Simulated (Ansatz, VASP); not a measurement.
# NaF: VASP beside Ansatz

The input INCAR:

```
  ALGO = Normal
  EDIFF = 1E-6
  ENCUT = 970
  GGA = PS
  GGA_COMPAT = F
  ISIF = 2
  ISMEAR = -1
  LASPH = T
  LCHARG = F
  LREAL = F
  LWAVE = F
  NBANDS = 15
  NELM = 120
  PREC = Accurate
  SIGMA = 0.03
```

KPOINTS

```
k-points
0
Gamma
  9 9 9
```

POSCAR

```
NaF
1.0
    0.0000000000      2.3200000000      2.3200000000
    2.3200000000      0.0000000000      2.3200000000
    2.3200000000      2.3200000000      0.0000000000
Na F
1 1
Direct
   -0.1050000000     -0.1050000000      0.1050000000
    0.6050000000      0.6050000000      0.3950000000
```

Input for Ansatz:

```yaml
crystal:
  lattice:
    - [0.0, 2.32, 2.32]
    - [2.32, 0.0, 2.32]
    - [2.32, 2.32, 0.0]
  atoms:
    - { symbol: Na, position: [-0.105, -0.105, 0.105] }
    - { symbol: F, position: [0.605, 0.605, 0.395] }
kpoints:
  mp_grid: { grid: [9, 9, 9] }
scf:
  occupations: { method: fermi_dirac, width: 0.03 }
hamiltonian:
  xc: pbesol
  pseudopotentials: { kind: paw }
output:
  forces: true
  stress: true
  eigenvalues: true
  populations: true
```

Change from the starting cell: shortest bond scaled by 0.58, PAW files.

Alike in both runs: task single point; functional PBEsol; k mesh 9 × 9 × 9; occupations fermi-dirac, width 0.03 eV; no spin polarisation.

```csv
,VASP,Ansatz
version,VASP 6.6.1,Ansatz 0.2.0
potentials or method,"VASP PAW PBE potentials, release 64 (Na_sv, F)","PAW with Ansatz's default frozen-core files, scalar-relativistic"
plane-wave cutoff (eV),970,420
valence electrons in the cell,16,16
```

```csv
,VASP,Ansatz,Ansatz less VASP
gap on the k mesh at the Fermi level (eV),4.15,4.21,+0.052
pressure (GPa),95.4,93.2,-2.24
"traceless stress, the component that is largest in VASP (GPa)",199.03,193.06,-5.966
rms of the force components (eV/Å),19.988,19.391,-0.5969
```

VASP's potentials were made for PBE, not for PBEsol. Atom by atom the forces differ by 0.597 eV/Å (rms over components). Both programs put the cell under a high pressure, so it lies far from rest at this level.

Noted on VASP's run: the cell as given lies far from equilibrium.
